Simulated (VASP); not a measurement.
Write the native input for VASP 6.6.1 that does the following.

```
Task                   : single point
Functional             : PBE
Potentials or basis    : VASP PAW PBE potentials, release 64 (Al, Os, C, N)
Cutoff                 : 520 eV
k mesh                 : 4 × 4 × 4
Occupations            : gaussian, width 0.1 eV
Spin                   : collinear spin, ferromagnetic start
Starting moments       : [0.0, 1.0, 0.0, 0.0, 0.0, 0.0, 0.0, 0.0, 0.0, 0.0] μB
Dipole correction      : no
Further INCAR settings : ALGO = Normal; EDIFF = 1e-06; NBANDS = 38
```

The structure of AlOsC4N4 lies in POSCAR:

```
AlOsC4N4
1.0
    5.8844685770      0.0000000000      0.0000000000
    0.0000000000      5.8844685770      0.0000000000
    0.0000000000      0.0000000000      5.8844685770
Al Os C N
1 1 4 4
Direct
    0.0000000000      0.0000000000      0.0000000000
    0.5000000000      0.5000000000      0.5000000000
    0.1917984346      0.1917984346      0.1917984346
    0.1917984346      0.8082015654      0.8082015654
    0.8082015654      0.1917984346      0.8082015654
    0.8082015654      0.8082015654      0.1917984346
    0.3074423446      0.3074423446      0.3074423446
    0.3074423446      0.6925576554      0.6925576554
    0.6925576554      0.3074423446      0.6925576554
    0.6925576554      0.6925576554      0.3074423446
```

These files were run (other wordings do the same):

INCAR

```
PREC = Accurate
ENCUT = 520
EDIFF = 1E-6
ISMEAR = 0
SIGMA = 0.1
LREAL = False
LASPH = True
NELM = 150
ALGO = Normal
ISIF = 2
LWAVE = False
LCHARG = True
ISPIN = 2
MAGMOM = 0 1 0 0 0 0 0 0 0 0
LORBIT = 11
LMAXMIX = 4
GGA = PE
LELF = True
LVHAR = True
NBANDS = 38
```

KPOINTS

```
Automatic mesh
0
Gamma
  4 4 4
```

Potentials or basis: VASP PAW PBE potentials, release 64 (Al, Os, C, N).

Run with:

```sh
$ cat potpaw_PBE.64/Al/POTCAR potpaw_PBE.64/Os/POTCAR potpaw_PBE.64/C/POTCAR potpaw_PBE.64/N/POTCAR > POTCAR
$ mpirun -np 1 vasp_std > vasp.out
```

It gave:

```
Pressure                                              : 0.9 GPa
Largest force                                         : 0.264 eV/Å
Band gap on the k mesh                                : 0.21 eV, indirect (least direct gap 0.60 eV)
Net moment                                            : 2.99 μB per cell
Site moments                                          : Al -0.00; Os +1.67; C +0.12; N -0.01 μB
Valence electrons inside the program's atomic spheres : Al 0.79; Os 7.36; C 2.62; N 3.87
```

Caveat: spin-orbit coupling is left out, which moves the levels of the heavy elements.

Run time: 2.9 min on 1 thread of Intel(R) Xeon(R) Platinum 8488C (Sapphire Rapids) (shared host), peak memory 0.45 GiB.
